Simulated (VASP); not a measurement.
Wanted: the native input for a VASP 6.6.1 run.

| Item | Value |
| --- | --- |
| Task | single point |
| Functional | HSE06 |
| Potentials or basis | VASP PAW PBE potentials, release 64 (Pt) |
| Cutoff | 520 eV |
| k mesh | 8 × 8 × 8 |
| Occupations | fermi-dirac, width 0.05 eV |
| Spin | no spin polarisation |
| Dipole correction | no |
| Grid for exact exchange (PRECFOCK) | Normal |
| Further INCAR settings | ALGO = Normal; EDIFF = 1e-07; NBANDS = 11 |
| Share of exact exchange | 0.25 |
| Screening parameter | 0.2079 1/Å |

Crystal: Pt.

```
Pt
1.0
     0.00000    1.99936    1.99936
     1.99936    0.00000    1.99936
     1.99936    1.99936    0.00000
Pt
1
Direct
  0.00000 0.00000 0.00000
```

One way to write it, as run:

POSCAR

```
Pt
1.0
    0.0000000000      1.9993587835      1.9993587835
    1.9993587835      0.0000000000      1.9993587835
    1.9993587835      1.9993587835      0.0000000000
Pt
1
Direct
    0.0000000000      0.0000000000      0.0000000000
```

INCAR.step1

```
PREC = Accurate
ENCUT = 520
EDIFF = 1E-5
ISMEAR = -1
SIGMA = 0.05
LREAL = F
LASPH = T
NELM = 100
ALGO = Normal
ISIF = 2
LWAVE = T
LCHARG = F
GGA = PE
NBANDS = 11
```

INCAR.step2

```
PREC = Accurate
ENCUT = 520
EDIFF = 1E-7
ISMEAR = -1
SIGMA = 0.05
LREAL = F
LASPH = T
NELM = 100
ALGO = Normal
ISIF = 2
LWAVE = F
LCHARG = F
GGA = PE
LHFCALC = T
HFSCREEN = 0.2079
PRECFOCK = Normal
ISTART = 1
NBANDS = 11
```

KPOINTS

```
Automatic mesh
0
Gamma
  8 8 8
```

Potentials or basis: VASP PAW PBE potentials, release 64 (Pt).

Command:

```console
$ cat potpaw_PBE.64/Pt/POTCAR > POTCAR
$ cp INCAR.step1 INCAR
$ mpirun -np 1 vasp_std > vasp.out
$ cp INCAR.step2 INCAR
$ mpirun -np 1 vasp_std > vasp.out
```

It gave:

```json
{
  "Pressure": "-12.8 GPa",
  "Band gap on the k mesh": "zero (bands 5 and 6 overlap by 2.74 eV)"
}
```

Caveat: the cell stands under tension; the PAW data sets were made with another functional, which shifts forces and pressure a little; spin-orbit coupling is left out, which moves the levels of the heavy elements.

Wall time 42 min on 1 thread of AMD EPYC 7R13 Processor (Zen 3), on a shared host, peak memory 0.22 GiB.
